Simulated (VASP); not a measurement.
# SnSe2 (P-3m1) in VASP: a series of runs

SnSe2 is run at these levels: PBE+D3(BJ); tasks: single point.

Everything below comes from runs of VASP 6.6.1. Logs are shortened: lines on timing, memory, paths and dates and some standing lists are left out, and cuts for length are marked.

## 1. The cell of the first run

Symmetry: P-3m1, No. 164, trigonal system. The conventional cell has a = 3.888 Å, b = 3.888 Å, c = 6.984 Å, α = 90.00°, β = 90.00°, γ = 120.00°. Within 3.8 Å of Sn (site symmetry -3m) lie 6 Se at 2.91 Å. Within 3.8 Å of Se (site symmetry 3m) lie 3 Sn at 2.91 Å.

## 2. Single point, PBE+D3(BJ)

INCAR reads:

```
ALGO = Normal
EDIFF = 1E-6
ENCUT = 500
GGA = PE
GGA_COMPAT = F
ISIF = 2
ISMEAR = 0
IVDW = 12
LASPH = T
LCHARG = T
LELF = T
LREAL = F
LVHAR = T
LWAVE = F
NBANDS = 20
NELM = 120
PREC = Accurate
SIGMA = 0.03
```

KPOINTS reads:

```
k-points
0
Gamma
  12 12 6
```

POSCAR reads:

```
SnSe2
1.0
    3.8880000000      0.0000000000      0.0000000000
   -1.9440000000      3.3671067699      0.0000000000
    0.0000000000      0.0000000000      6.9835000000
Sn Se
1 2
Direct
    0.0000000000      0.0000000000      0.0000000000
    0.3333333333      0.6666666667      0.2651331237
    0.6666666667      0.3333333333      0.7348668763
```

Potentials or basis: VASP PAW PBE potentials, release 64 (Sn_d, Se).

Started as:

```sh
$ cat potpaw_PBE.64/Sn_d/POTCAR potpaw_PBE.64/Se/POTCAR > POTCAR
$ mpirun -np 1 vasp_std > vasp.out
```

OUTCAR:

```text
EDIFF = 1E-6
   ENCUT = 500
   GGA = PE
   ISIF = 2
   ISMEAR = 0
   IVDW = 12
   LASPH = T
   LREAL = F
   NELM = 120
   PREC = Accurate
 IVDW          = 12

 ion  position               nearest neighbor table
   1  0.000  0.000  0.000-   2 2.91   3 2.91   2 2.91   3 2.91   3 2.91   2 2.91
   2  0.333  0.667  0.265-   1 2.91   1 2.91   1 2.91
   3  0.667  0.333  0.735-   1 2.91   1 2.91   1 2.91

  LATTYP: Found a hexagonal cell.
 ALAT       =     3.8880000000
 C/A-ratio  =     1.7961676955

  Lattice vectors:

 A1 = (   3.8880000000,   0.0000000000,   0.0000000000)
 A2 = (  -1.9440000000,   3.3671067699,   0.0000000000)
 A3 = (   0.0000000000,   0.0000000000,   6.9835000000)

Analysis of symmetry for initial positions (statically):
=====================================================================
 Subroutine PRICEL returns:
 Original cell was already a primitive cell.

 Routine SETGRP: Setting up the symmetry group for a
 hexagonal supercell.

 Subroutine GETGRP returns: Found 12 space group operations
 (whereof 12 operations were pure point group operations)
 out of a pool of 24 trial point group operations.

The static configuration has the point symmetry D_3d.

Analysis of symmetry for dynamics (positions and initial velocities):
=====================================================================
 Subroutine PRICEL returns:
 Original cell was already a primitive cell.

 Routine SETGRP: Setting up the symmetry group for a
 hexagonal supercell.

 Subroutine GETGRP returns: Found 12 space group operations
 (whereof 12 operations were pure point group operations)
 out of a pool of 24 trial point group operations.

The dynamic configuration has the point symmetry D_3d.

 Subroutine INISYM returns: Found 12 space group operations
 (whereof 12 operations are pure point group operations),
 and found     1 'primitive' translations

----------------------------------------------------------------------------------------

                                     Primitive cell

  volume of cell :      91.4232

  direct lattice vectors                    reciprocal lattice vectors
     3.888000000  0.000000000  0.000000000     0.257201646  0.148495440  0.000000000
    -1.944000000  3.367106770  0.000000000     0.000000000  0.296990879  0.000000000
     0.000000000  0.000000000  6.983500000     0.000000000  0.000000000  0.143194673

  length of vectors
     3.888000000  3.888000000  6.983500000     0.296990879  0.296990879  0.143194673

  position of ions in fractional coordinates (direct lattice)
     0.000000000  0.000000000  0.000000000
     0.333333333  0.666666667  0.265133124
     0.666666667  0.333333333  0.734866876

  ion indices of the primitive-cell ions
   primitive index   ion index
                 1           1
                 2           2
                 3           3

----------------------------------------------------------------------------------------

 KPOINTS: k-points

Automatic generation of k-mesh.
 Grid dimensions read from file:
 generate k-points for:   12   12    6

 Generating k-lattice:

  Cartesian coordinates                     Fractional coordinates (reciprocal lattice)
     0.021433471  0.012374620  0.000000000     0.083333333  0.000000000  0.000000000
     0.000000000  0.024749240  0.000000000     0.000000000  0.083333333  0.000000000
     0.000000000  0.000000000  0.023865779     0.000000000  0.000000000  0.166666667

  Length of vectors
     0.024749240  0.024749240  0.023865779

  Shift w.r.t. Gamma in fractional coordinates (k-lattice)
     0.000000000  0.000000000  0.000000000

 Subroutine IBZKPT returns following result:
 ===========================================

 Found    100 irreducible k-points:

 Following reciprocal coordinates:
            Coordinates               Weight
  0.000000  0.000000  0.000000      1.000000
  0.083333 -0.000000  0.000000      6.000000
  0.166667 -0.000000  0.000000      6.000000
  0.250000 -0.000000  0.000000      6.000000
  0.333333 -0.000000  0.000000      6.000000
  0.416667  0.000000  0.000000      6.000000
[... 16 lines left out ...]
  0.166667 -0.000000  0.166667      6.000000
  0.000000  0.166667  0.166667      6.000000
 [... further k-points ...]
   k-points           NKPTS =    100   k-points in BZ     NKDIM =    100   number of bands    NBANDS=     20
   number of dos      NEDOS =    301   number of ions     NIONS =      3
   total plane-waves  NPLWV =  42336
   dimension x,y,z NGX =    28 NGY =   28 NGZ =   54
   dimension x,y,z NGXF=    56 NGYF=   56 NGZF=  108
   ions per type =               1   2
   NGX,Y,Z   is equivalent  to a cutoff of  11.97, 11.97, 12.85 a.u.
   NGXF,Y,Z  is equivalent  to a cutoff of  23.94, 23.94, 25.71 a.u.
 SYSTEM =  unknown system
   PREC   = accura    normal or accurate (medium, high low for compatibility)
   ISTART =      0    job   : 0-new  1-cont  2-samecut
   ICHARG =      2    charge: 1-file 2-atom 10-const
   ISPIN  =      1    spin polarized calculation?
   LNONCOLLINEAR =      F non collinear calculations
   LSORBIT =      F    spin-orbit coupling
   LASPH  =      T    aspherical Exc in radial PAW
   ENCUT  =  500.0 eV  36.75 Ry    6.06 a.u.   7.09  7.09 12.73*2*pi/ulx,y,z
   NELM   =    120;   NELMIN=  2; NELMDL= -5     # of ELM steps
   EDIFF  = 0.1E-05   stopping-criterion for ELM
   LREAL  =      F    real-space projection
   EDIFFG = 0.1E-04   stopping-criterion for IOM
   NSW    =      0    number of steps for IOM
   IBRION =     -1    ionic relax: 0-MD 1-quasi-New 2-CG
   NFREE  =      0    steps in history (QN), initial steepest desc. (CG)
   ISIF   =      2    stress and relaxation
   ISYM   =      2    0-nonsym 1-usesym 2-fastsym
   POTIM  = 0.5000    time-step for ionic-motion
   TEBEG  =    0.0;   TEEND  =   0.0 temperature during run
   PSTRESS=    0.0 pullay stress
   NELECT =      26.0000    total number of electrons
   NUPDOWN=      -1.0000    fix difference up-down
   EMIN   =  10.00;   EMAX   =-10.00  energy-range for DOS
   EFERMI =   0.00;   METHOD = LEGACY
   ISMEAR =     0;   SIGMA  =   0.03  broadening in eV -4-tet -1-fermi 0-gaus
   EFERMI_NEDOS =   21; number of points for ismear=-14 and -15
   IALGO  =     38    algorithm
   IMIX   =      4    mixing-type and parameters
     AMIX     =   0.40;   BMIX     =  1.00
     AMIX_MAG =   1.60;   BMIX_MAG =  1.00
  volume/ion in A,a.u.               =      30.47       205.65
  Fermi-wavevector in a.u.,A,eV,Ry     =   1.076582  2.034445 15.769549  1.159029
  Thomas-Fermi vector in A             =   2.212470
   LORBIT       =      0    0 simple, 1 ext, 2 COOP (PROOUT), +10 PAW based schemes
   GGA     = PE    functional components
   LHFCALC =     F    Hartree Fock is set to
   AEXX    =    0.0000 exact exchange contribution
   IVDW    =    12    specifies the selected vdW correction
   LEPSILON=     F    determine dielectric tensor
   LRPA    =     F    only Hartree local field effects (RPA)
 non-spin polarized calculation
 Gauss-broadening in eV      SIGMA  =   0.03
  energy-cutoff  :      500.00
  volume of cell :       91.42
 maximum number of plane-waves:      2346
   NGX = 15   NGY = 15   NGZ = 25

 number of electron      25.9999998 magnetization

 Free energy of the ion-electron system (eV)
  ---------------------------------------------------
  ext. energy  EPLUGINS =         0.00000000
  ---------------------------------------------------
  free energy    TOTEN  =       -11.36803922 eV

  energy without entropy =      -11.36755488  energy(sigma->0) =      -11.36779705

 E-fermi :   2.8156     XC(G=0):  -8.7927

 val. band max:        2.8103473645   @ k =   0.1667  -0.0000   0.1667
 cond. band min:       2.8204526922   @ k =   0.0000   0.0000   0.3333
 fundamental gap:      0.0101053277
 Fermi energy:         2.8156466008

 k-point     1 :       0.0000    0.0000    0.0000
  band No.  band energies     occupation
      1     -18.5926      2.00000
      2     -18.5926      2.00000
      3     -18.5414      2.00000
      4     -18.5350      2.00000
      5     -18.5350      2.00000
      6     -10.1884      2.00000
[... 12 lines left out ...]
     19      10.9878      0.00000
     20      11.7747      0.00000

 k-point     2 :       0.0833   -0.0000    0.0000
  band No.  band energies     occupation
      1     -18.5932      2.00000
      2     -18.5902      2.00000
      3     -18.5401      2.00000
      4     -18.5368      2.00000
      5     -18.5354      2.00000
      6     -10.1345      2.00000
[... 12 lines left out ...]
     19      10.9791      0.00000
     20      11.2841      0.00000

 k-point     3 :       0.1667   -0.0000    0.0000
  band No.  band energies     occupation
      1     -18.5950      2.00000
      2     -18.5836      2.00000
      3     -18.5417      2.00000
      4     -18.5363      2.00000
      5     -18.5363      2.00000
      6      -9.9785      2.00000
[... 12 lines left out ...]
     19      10.8156      0.00000
     20      11.4675      0.00000

 k-point     4 :       0.2500   -0.0000    0.0000
  band No.  band energies     occupation
      1     -18.5979      2.00000
      2     -18.5747      2.00000
      3     -18.5481      2.00000
      4     -18.5375      2.00000
      5     -18.5308      2.00000
      6      -9.7399      2.00000
[... 12 lines left out ...]
     19      11.2149      0.00000
     20      11.5106      0.00000

 k-point     5 :       0.3333   -0.0000    0.0000
  band No.  band energies     occupation
      1     -18.6015      2.00000
      2     -18.5657      2.00000
      3     -18.5542      2.00000
      4     -18.5387      2.00000
      5     -18.5251      2.00000
      6      -9.4567      2.00000
[... 12 lines left out ...]
     19      11.2486      0.00000
     20      12.2262      0.00000
[... 353 lines left out ...]
      6     -10.1037      2.00000
[... 12 lines left out ...]
     19      10.8362      0.00000
     20      11.4783      0.00000

 k-point    22 :       0.0000    0.0833    0.1667
  band No.  band energies     occupation
      1     -18.5932      2.00000
      2     -18.5902      2.00000
      3     -18.5400      2.00000
      4     -18.5368      2.00000
      5     -18.5354      2.00000
      6     -10.1037      2.00000
[... 12 lines left out ...]
     19      10.8220      0.00000
     20      11.3715      0.00000

 k-point    23 :       0.1667   -0.0000    0.1667
  band No.  band energies     occupation
      1     -18.5950      2.00000
      2     -18.5836      2.00000
      3     -18.5417      2.00000
      4     -18.5363      2.00000
      5     -18.5362      2.00000
      6      -9.9487      2.00000
[... 12 lines left out ...]
     19      11.0406      0.00000
     20      11.2701      0.00000

 k-point    24 :       0.0000    0.1667    0.1667
  band No.  band energies     occupation
      1     -18.5950      2.00000
      2     -18.5836      2.00000
      3     -18.5417      2.00000
      4     -18.5363      2.00000
      5     -18.5362      2.00000
      6      -9.9489      2.00000
[... 12 lines left out ...]
     19      10.5845      0.00000
     20      11.0618      0.00000

 [... further k-points ...]

------------------------ aborting loop because EDIFF is reached ----------------------------------------

 Edisp (eV)   -0.90948

 E8    (eV) :    -0.3983

  FORCE on cell =-STRESS in cart. coord.  units (eV):
  Direction    XX          YY          ZZ          XY          YZ          ZX
  --------------------------------------------------------------------------------------
  -------------------------------------------------------------------------------------
  Total      -2.70048    -2.70048    -7.32966    -0.00000     0.00000     0.00000
  in kB     -47.32546   -47.32546  -128.45123    -0.00000     0.00000     0.00000
  external pressure =      -74.37 kB  Pullay stress =        0.00 kB

 VOLUME and BASIS-vectors are now :
 -----------------------------------------------------------------------------
  energy-cutoff  :      500.00
  volume of cell :       91.42
      direct lattice vectors                 reciprocal lattice vectors
     3.888000000  0.000000000  0.000000000     0.257201646  0.148495440  0.000000000
    -1.944000000  3.367106770  0.000000000     0.000000000  0.296990879  0.000000000
     0.000000000  0.000000000  6.983500000     0.000000000  0.000000000  0.143194673

 POSITION                                       TOTAL-FORCE (eV/Angst)
 -----------------------------------------------------------------------------------
      0.00000      0.00000      0.00000         0.000000      0.000000      0.000000
     -0.00000      2.24474      1.85156         0.000000     -0.000000     -1.684225
      1.94400      1.12237      5.13194        -0.000000      0.000000      1.684225
 -----------------------------------------------------------------------------------
    total drift:                               -0.000000      0.000000     -0.000000

  FREE ENERGIE OF THE ION-ELECTRON SYSTEM (eV)
  ---------------------------------------------------
  free  energy   TOTEN  =       -12.2775204925 eV

  energy  without entropy=      -12.2770361489  energy(sigma->0) =      -12.27727832
```

It took 65 s on 1 thread of Intel Xeon 6975P-C (Granite Rapids), shared host; peak memory 0.31 GiB.

Results:

```
Free energy                : -12.2775 eV
Pressure                   : -7.4 GPa
Largest force              : 1.684 eV/Å
Band gap on the k mesh     : zero (band 13 reaches 2.85 eV, above the bottom of band 14 at 2.57 eV)
Dispersion energy per atom : -0.303 eV
```

Forces in eV/Å, atoms in the order of the input:
```
Sn   0.000  0.000  0.000
Se   0.000  0.000 -1.684
Se   0.000  0.000  1.684
```

Caveat: spin-orbit coupling is left out, which moves the levels of the heavy elements; forces of over 1 eV/Å act on the atoms, so gaps and moduli don't describe the material at rest.

## 3. Single point, PBE+D3(BJ)

This run uses another cell than the first one, of 19.86 Å³/atom, 0.652 times its volume.

INCAR reads:

```
PREC = Accurate ; ENCUT = 500
EDIFF = 1E-6 ; ISMEAR = 0
SIGMA = 0.03 ; LREAL = F
LASPH = T ; NELM = 120
ALGO = Normal ; ISIF = 2
LWAVE = F ; LCHARG = F
GGA = PE ; IVDW = 12
NBANDS = 20 ; GGA_COMPAT = F
```

KPOINTS reads:

```
Automatic mesh
0
Gamma
  12 12 6
```

POSCAR reads:

```
SnSe2
1.0
    3.6960000000      0.0000000000      0.0000000000
   -1.8480000000      3.2008298924      0.0000000000
    0.0000000000      0.0000000000      5.0363000000
Sn Se
1 2
Direct
    0.0000000000      0.0000000000      0.0000000000
    0.3333333333      0.6666666667      0.2651331237
    0.6666666667      0.3333333333      0.7348668763
```

Potentials or basis: VASP PAW PBE potentials, release 64 (Sn_d, Se).

Started as:

```sh
$ cat potpaw_PBE.64/Sn_d/POTCAR potpaw_PBE.64/Se/POTCAR > POTCAR
$ mpirun -np 1 vasp_std > vasp.out
```

Wall time 47 s (1 thread of Intel Xeon 6975P-C (Granite Rapids), shared host); peak memory 0.25 GiB.

It converged, with:

```
Free energy                : -11.4715 eV
Pressure                   : 30.4 GPa
Largest force              : 3.275 eV/Å
Band gap on the k mesh     : zero (band 13 reaches 8.60 eV, above the bottom of band 14 at 8.40 eV)
Dispersion energy per atom : -0.473 eV
```

Forces in eV/Å, atoms in the order of the input:
```
Sn   0.000  0.000  0.000
Se   0.000  0.000  3.275
Se   0.000  0.000 -3.275
```

Stress tensor (GPa, compression positive):
```
28.87  0.00  0.00
 0.00 28.87  0.00
 0.00  0.00 33.33
```

Levels at points of the mesh, in eV from the Fermi level:
```
           k point  band 10  band 11  band 12  band 13  band 14  band 15  band 16  band 17
(0.00, 0.00, 0.00)    -2.49    -2.35    -2.35     0.18     0.44     1.18     3.77     3.77
(0.50, 0.00, 0.00)    -5.24    -5.03    -3.04    -1.23     0.29     2.91     4.18     4.37
(0.00, 0.00, 0.50)    -2.76    -2.76    -1.77    -1.77     1.61     2.00     2.72     2.72
(0.50, 0.00, 0.50)    -4.67    -2.80    -2.64    -2.54     1.14     3.37     4.60     5.68
```

Caveat: spin-orbit coupling is left out, which moves the levels of the heavy elements; pairwise dispersion overbinds metals, which lowers pressure and volume; forces of over 1 eV/Å act on the atoms, so gaps and moduli don't describe the material at rest.
